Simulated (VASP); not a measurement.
# Au (I4/mmm) in VASP: further runs

The runs below take Au through single point, with PBEsol.

All numbers are computed with VASP 6.6.1; they aren't measurements. Logs are shortened: lines on timing, memory, paths and dates and some standing lists are left out, and cuts for length are marked.

**1. The cell of the first run**

The structure is tetragonal, space group I4/mmm (No. 139). The conventional cell has a = 3.414 Å, b = 3.414 Å, c = 3.364 Å, α = 90.00°, β = 90.00°, γ = 90.00°. Au (site symmetry 4/mmm) has 14 Au at 2.94 to 3.41 Å within 3.9 Å.

**2. Single point, PBEsol (strain +0.030 along x and y, +0.015 along z)**

The input, INCAR:

```
PREC = Accurate
ENCUT = 520
EDIFF = 1E-6
ISMEAR = 0
SIGMA = 0.15
LREAL = False
LASPH = True
NELM = 80
ALGO = Fast
ISIF = 2
LWAVE = False
LCHARG = True
GGA = PS
LELF = True
LVHAR = True
NBANDS = 12
```

The input, KPOINTS:

```
Automatic mesh
0
Gamma
  20 20 20
```

The input, POSCAR:

```
Au
1.0
   -1.7069870700      1.7069870700      1.6821280350
    1.7069870700     -1.7069870700      1.6821280350
    1.7069870700      1.7069870700     -1.6821280350
Au
1
Direct
    0.0000000000      0.0000000000      0.0000000000
```

Potentials or basis: VASP PAW PBE potentials, release 64 (Au).

On the command line:

```
cat potpaw_PBE.64/Au/POTCAR > POTCAR
mpirun -np 1 vasp_std > vasp.out
```

OUTCAR:

```text
PREC = Accurate
   ENCUT = 520
   EDIFF = 1E-6
   ISMEAR = 0
   LREAL = False
   LASPH = True
   NELM = 80
   ISIF = 2
   GGA = PS

 ion  position               nearest neighbor table
   1  0.000  0.000  0.000-

  LATTYP: Found a body centered tetragonal cell.
 ALAT       =     3.4139741400
 C/A-ratio  =     0.9854368932

  Lattice vectors:

 A1 = (  -1.7069870700,   1.7069870700,   1.6821280350)
 A2 = (   1.7069870700,  -1.7069870700,   1.6821280350)
 A3 = (   1.7069870700,   1.7069870700,  -1.6821280350)

Analysis of symmetry for initial positions (statically):
=====================================================================
 Subroutine PRICEL returns:
 Original cell was already a primitive cell.

 Routine SETGRP: Setting up the symmetry group for a
 body centered tetragonal supercell.

 Subroutine GETGRP returns: Found 16 space group operations
 (whereof 16 operations were pure point group operations)
 out of a pool of 16 trial point group operations.

The static configuration has the point symmetry D_4h.

Analysis of symmetry for dynamics (positions and initial velocities):
=====================================================================
 Subroutine PRICEL returns:
 Original cell was already a primitive cell.

 Routine SETGRP: Setting up the symmetry group for a
 body centered tetragonal supercell.

 Subroutine GETGRP returns: Found 16 space group operations
 (whereof 16 operations were pure point group operations)
 out of a pool of 16 trial point group operations.

The dynamic configuration has the point symmetry D_4h.

 Subroutine INISYM returns: Found 16 space group operations
 (whereof 16 operations are pure point group operations),
 and found     1 'primitive' translations

----------------------------------------------------------------------------------------

                                     Primitive cell

  volume of cell :      19.6056

  direct lattice vectors                    reciprocal lattice vectors
    -1.706987070  1.706987070  1.682128035     0.000000000  0.292913759  0.297242534
     1.706987070 -1.706987070  1.682128035     0.292913759  0.000000000  0.297242534
     1.706987070  1.706987070 -1.682128035     0.292913759  0.292913759  0.000000000

  length of vectors
     2.942305973  2.942305973  2.942305973     0.417314743  0.417314743  0.414242611

  position of ions in fractional coordinates (direct lattice)
     0.000000000  0.000000000  0.000000000

  ion indices of the primitive-cell ions
   primitive index   ion index
                 1           1

----------------------------------------------------------------------------------------

 KPOINTS: Automatic mesh

Automatic generation of k-mesh.
 Grid dimensions read from file:
 generate k-points for:   20   20   20

 Generating k-lattice:

  Cartesian coordinates                     Fractional coordinates (reciprocal lattice)
     0.000000000  0.014645688  0.014862127     0.050000000 -0.000000000  0.000000000
     0.014645688  0.000000000  0.014862127    -0.000000000  0.050000000  0.000000000
     0.014645688  0.014645688  0.000000000     0.000000000  0.000000000  0.050000000

  Length of vectors
     0.020865737  0.020865737  0.020712131

  Shift w.r.t. Gamma in fractional coordinates (k-lattice)
     0.000000000  0.000000000  0.000000000

 Subroutine IBZKPT returns following result:
 ===========================================

 Found    641 irreducible k-points:

 Following reciprocal coordinates:
            Coordinates               Weight
  0.000000  0.000000  0.000000      1.000000
  0.050000 -0.000000  0.000000      8.000000
  0.100000 -0.000000  0.000000      8.000000
  0.150000 -0.000000  0.000000      8.000000
  0.200000 -0.000000  0.000000      8.000000
  0.250000  0.000000  0.000000      8.000000
[... 16 lines left out ...]
 -0.400000  0.050000 -0.000000     16.000000
 -0.350000  0.050000  0.000000     16.000000
 [... further k-points ...]
   k-points           NKPTS =    641   k-points in BZ     NKDIM =    641   number of bands    NBANDS=     12
   number of dos      NEDOS =    301   number of ions     NIONS =      1
   total plane-waves  NPLWV =  13824
   dimension x,y,z NGX =    24 NGY =   24 NGZ =   24
   dimension x,y,z NGXF=    48 NGYF=   48 NGZF=   48
   ions per type =               1
   NGX,Y,Z   is equivalent  to a cutoff of  13.56, 13.56, 13.56 a.u.
   NGXF,Y,Z  is equivalent  to a cutoff of  27.12, 27.12, 27.12 a.u.
 SYSTEM =  unknown system
   PREC   = accura    normal or accurate (medium, high low for compatibility)
   ISTART =      0    job   : 0-new  1-cont  2-samecut
   ICHARG =      2    charge: 1-file 2-atom 10-const
   ISPIN  =      1    spin polarized calculation?
   LNONCOLLINEAR =      F non collinear calculations
   LSORBIT =      F    spin-orbit coupling
   LASPH  =      T    aspherical Exc in radial PAW
   ENCUT  =  520.0 eV  38.22 Ry    6.18 a.u.   5.47  5.47  5.47*2*pi/ulx,y,z
   NELM   =     80;   NELMIN=  2; NELMDL= -5     # of ELM steps
   EDIFF  = 0.1E-05   stopping-criterion for ELM
   LREAL  =      F    real-space projection
   EDIFFG = 0.1E-04   stopping-criterion for IOM
   NSW    =      0    number of steps for IOM
   IBRION =     -1    ionic relax: 0-MD 1-quasi-New 2-CG
   NFREE  =      0    steps in history (QN), initial steepest desc. (CG)
   ISIF   =      2    stress and relaxation
   ISYM   =      2    0-nonsym 1-usesym 2-fastsym
   POTIM  = 0.5000    time-step for ionic-motion
   TEBEG  =    0.0;   TEEND  =   0.0 temperature during run
   PSTRESS=    0.0 pullay stress
   NELECT =      11.0000    total number of electrons
   NUPDOWN=      -1.0000    fix difference up-down
   EMIN   =  10.00;   EMAX   =-10.00  energy-range for DOS
   EFERMI =   0.00;   METHOD = LEGACY
   ISMEAR =     0;   SIGMA  =   0.15  broadening in eV -4-tet -1-fermi 0-gaus
   EFERMI_NEDOS =   21; number of points for ismear=-14 and -15
   IALGO  =     68    algorithm
   IMIX   =      4    mixing-type and parameters
     AMIX     =   0.40;   BMIX     =  1.00
     AMIX_MAG =   1.60;   BMIX_MAG =  1.00
  volume/ion in A,a.u.               =      19.61       132.30
  Fermi-wavevector in a.u.,A,eV,Ry     =   1.350245  2.551593 24.805617  1.823161
  Thomas-Fermi vector in A             =   2.477765
   LORBIT       =      0    0 simple, 1 ext, 2 COOP (PROOUT), +10 PAW based schemes
   GGA     = PS    functional components
   LHFCALC =     F    Hartree Fock is set to
   AEXX    =    0.0000 exact exchange contribution
   IVDW    =     0    specifies the selected vdW correction
   LEPSILON=     F    determine dielectric tensor
   LRPA    =     F    only Hartree local field effects (RPA)
 non-spin polarized calculation
 RMM-DIIS sequential band-by-band and
 Gauss-broadening in eV      SIGMA  =   0.15
  energy-cutoff  :      520.00
  volume of cell :       19.61
 maximum number of plane-waves:       550
 NGX is ok and might be reduce to    24
   NGX = 11   NGY = 11   NGZ = 11

 number of electron      11.0000002 magnetization

 Free energy of the ion-electron system (eV)
  ---------------------------------------------------
  ext. energy  EPLUGINS =         0.00000000
  ---------------------------------------------------
  free energy    TOTEN  =        -3.75282032 eV

  energy without entropy =       -3.74847091  energy(sigma->0) =       -3.75064562

 E-fermi :   7.1538     XC(G=0): -12.0702

 val. band max:        7.1456298890   @ k =   0.4500   0.0500  -0.0000
 cond. band min:       7.1575169636   @ k =  -0.2000  -0.4000   0.2000
 fundamental gap:      0.0118870747
 Fermi energy:         7.1538063954

 k-point     1 :       0.0000    0.0000    0.0000
  band No.  band energies     occupation
      1      -1.4024      2.00000
      2       2.9147      2.00000
      3       2.9925      2.00000
      4       2.9925      2.00000
      5       4.4735      2.00000
      6       4.5629      2.00000
      7      23.4295      0.00000
      8      23.4295      0.00000
      9      23.6717      0.00000
     10      28.8331      0.00000
     11      28.8331      0.00000
     12      29.2162      0.00000

 k-point     2 :       0.0500   -0.0000    0.0000
  band No.  band energies     occupation
      1      -1.3202      2.00000
      2       2.9145      2.00000
      3       2.9949      2.00000
      4       3.0223      2.00000
      5       4.4676      2.00000
      6       4.5438      2.00000
      7      23.4113      0.00000
      8      23.5221      0.00000
      9      23.6403      0.00000
     10      27.9994      0.00000
     11      28.3257      0.00000
     12      28.5167      0.00000

 k-point     3 :       0.1000   -0.0000    0.0000
  band No.  band energies     occupation
      1      -1.0781      2.00000
      2       2.8582      2.00000
      3       3.0002      2.00000
      4       3.1678      2.00000
      5       4.4286      2.00000
      6       4.5201      2.00000
      7      23.1536      0.00000
      8      23.5019      0.00000
      9      23.7925      0.00000
     10      26.6326      0.00000
     11      27.2754      0.00000
     12      27.6732      0.00000

 k-point     4 :       0.1500   -0.0000    0.0000
  band No.  band energies     occupation
      1      -0.6918      2.00000
      2       2.7571      2.00000
      3       3.0073      2.00000
      4       3.4186      2.00000
      5       4.3567      2.00000
      6       4.5233      2.00000
      7      22.0978      0.00000
      8      23.1326      0.00000
      9      24.2173      0.00000
     10      25.7697      0.00000
     11      26.5094      0.00000
     12      26.8459      0.00000

 k-point     5 :       0.2000   -0.0000    0.0000
  band No.  band energies     occupation
      1      -0.1971      2.00000
      2       2.6307      2.00000
      3       3.0342      2.00000
      4       3.7542      2.00000
      5       4.3023      2.00000
      6       4.5401      2.00000
      7      20.3084      0.00000
      8      22.4378      0.00000
      9      24.7464      0.00000
     10      25.2152      0.00000
     11      25.6075      0.00000
     12      27.0985      0.00000
[... 228 lines left out ...]
      1       1.0872      2.00000
      2       2.0964      2.00000
      3       4.4086      2.00000
      4       4.6113      2.00000
      5       5.4982      2.00000
      6       7.1368      1.12771
      7      10.1914      0.00000
      8      19.1315      0.00000
      9      19.7461      0.00000
     10      26.9853      0.00000
     11      27.5254      0.00000
     12      29.3991      0.00000

 k-point    22 :      -0.4500    0.0500    0.0000
  band No.  band energies     occupation
      1       1.0942      2.00000
      2       2.1349      2.00000
      3       4.3665      2.00000
      4       4.5795      2.00000
      5       5.2193      2.00000
      6       6.2428      2.00000
      7      11.5424      0.00000
      8      19.3443      0.00000
      9      20.0882      0.00000
     10      26.8413      0.00000
     11      27.3539      0.00000
     12      29.6621      0.00000

 k-point    23 :      -0.4000    0.0500   -0.0000
  band No.  band energies     occupation
      1       1.0729      2.00000
      2       2.2088      2.00000
      3       4.1791      2.00000
      4       4.4888      2.00000
      5       4.7606      2.00000
      6       5.4979      2.00000
      7      13.3001      0.00000
      8      19.7512      0.00000
      9      20.7375      0.00000
     10      26.5759      0.00000
     11      27.0642      0.00000
     12      29.9509      0.00000

 k-point    24 :      -0.3500    0.0500    0.0000
  band No.  band energies     occupation
      1       0.9430      2.00000
      2       2.3124      2.00000
      3       3.6357      2.00000
      4       4.3498      2.00000
      5       4.6240      2.00000
      6       4.9617      2.00000
      7      15.2312      0.00000
      8      20.3259      0.00000
      9      21.6208      0.00000
     10      26.1654      0.00000
     11      26.7832      0.00000
     12      29.3963      0.00000

 [... further k-points ...]
[... 5 lines left out ...]
  --------------------------------------------------------------------------------------
  -------------------------------------------------------------------------------------
  Total       -1.9664719     -1.9664719     -1.9792055      0.0000000     -0.0000000      0.0000000
  in kB     -160.7010940   -160.7010940   -161.7416847      0.0000000     -0.0000000      0.0000000
  external PRESSURE =    -161.0479576 kB  Pullay stress =       0.0000000 kB

 VOLUME and BASIS-vectors are now :
 -----------------------------------------------------------------------------
  energy-cutoff  :      520.00
  volume of cell :       19.61
      direct lattice vectors                 reciprocal lattice vectors
    -1.706987070  1.706987070  1.682128035     0.000000000  0.292913759  0.297242534
     1.706987070 -1.706987070  1.682128035     0.292913759  0.000000000  0.297242534
     1.706987070  1.706987070 -1.682128035     0.292913759  0.292913759  0.000000000

 POSITION                                       TOTAL-FORCE (eV/Angst)
 -----------------------------------------------------------------------------------
      0.00000      0.00000      0.00000         0.000000      0.000000     -0.000000
 -----------------------------------------------------------------------------------
    total drift:                               -0.000000      0.000000     -0.000000

  FREE ENERGIE OF THE ION-ELECTRON SYSTEM (eV)
  ---------------------------------------------------
  free  energy   TOTEN  =        -3.7528203244 eV

  energy  without entropy=       -3.7484709104  energy(sigma->0) =       -3.75064562
```

Wall time 36 s (1 thread of Intel Xeon 6975P-C (Granite Rapids), shared host); peak memory 0.26 GiB.

Results:

* Free energy: -3.7528 eV
* Pressure: -16.1 GPa

Levels at points of the mesh, in eV from the Fermi level:
```tsv
k point	band 2	band 3	band 4	band 5	band 6	band 7	band 8	band 9	band 10	band 11
(0.00, 0.00, 0.00)	-4.24	-4.16	-4.16	-2.68	-2.59	16.28	16.28	16.52	21.68	21.68
(0.50, 0.00, 0.00)	-5.08	-2.74	-2.47	-1.44	-0.12	2.80	12.08	12.76	19.64	20.26
(0.50, 0.50, 0.00)	-4.99	-2.83	-2.52	-1.45	-0.20	2.69	12.30	13.07	20.05	20.47
(0.50, 0.50, 0.50)	-5.70	-1.75	-1.75	-1.72	5.94	5.94	6.33	8.06	14.37	14.65
```

Caveat: the cell differs from its parent crystal (strain +0.030 along x and y, +0.015 along z); the PAW data sets were made with another functional, which shifts forces and pressure a little; spin-orbit coupling is left out, which moves the levels of the heavy elements.

**3. Single point, PBEsol (strain -0.015 along x and y, -0.030 along z)**

The input, INCAR:

```
  PREC = Accurate
  ENCUT = 520
  EDIFF = 1E-7
  ISMEAR = 0
  SIGMA = 0.15
  LREAL = F
  LASPH = T
  NELM = 60
  ALGO = Fast
  ISIF = 2
  LWAVE = F
  LCHARG = F
  GGA = PS
  NBANDS = 12
```

KPOINTS is that of step 2.

The input, POSCAR:

```
Au
1.0
   -1.6324099650      1.6324099650      1.6075509300
    1.6324099650     -1.6324099650      1.6075509300
    1.6324099650      1.6324099650     -1.6075509300
Au
1
Direct
    0.0000000000      0.0000000000      0.0000000000
```

Potentials or basis: VASP PAW PBE potentials, release 64 (Au).

On the command line:

```
cat potpaw_PBE.64/Au/POTCAR > POTCAR
mpirun -np 1 vasp_std > vasp.out
```

Run time: 38 s. Hardware: 1 thread of Intel Xeon 6975P-C (Granite Rapids), shared host; peak memory 0.24 GiB.

Results (log left out):

```yaml
Free_energy: -3.9047 eV
Pressure: -1.1 GPa
```

Levels at points of the mesh, in eV from the Fermi level:
| k point | band 2 | band 3 | band 4 | band 5 | band 6 | band 7 | band 8 | band 9 | band 10 | band 11 |
| --- | --- | --- | --- | --- | --- | --- | --- | --- | --- | --- |
| (0.00, 0.00, 0.00) | -4.92 | -4.81 | -4.81 | -2.98 | -2.86 | 16.39 | 16.39 | 16.67 | 24.03 | 24.03 |
| (0.50, 0.00, 0.00) | -5.98 | -3.03 | -2.68 | -1.37 | -0.66 | 3.55 | 12.26 | 13.71 | 21.58 | 22.04 |
| (0.50, 0.50, 0.00) | -5.87 | -3.15 | -2.75 | -1.39 | -0.75 | 3.43 | 12.47 | 14.07 | 22.06 | 22.25 |
| (0.50, 0.50, 0.50) | -6.80 | -1.77 | -1.77 | -1.74 | 6.08 | 6.08 | 6.53 | 9.61 | 15.77 | 16.10 |

Caveat: the cell differs from its parent crystal (strain -0.015 along x and y, -0.030 along z); the PAW data sets were made with another functional, which shifts forces and pressure a little; spin-orbit coupling is left out, which moves the levels of the heavy elements.
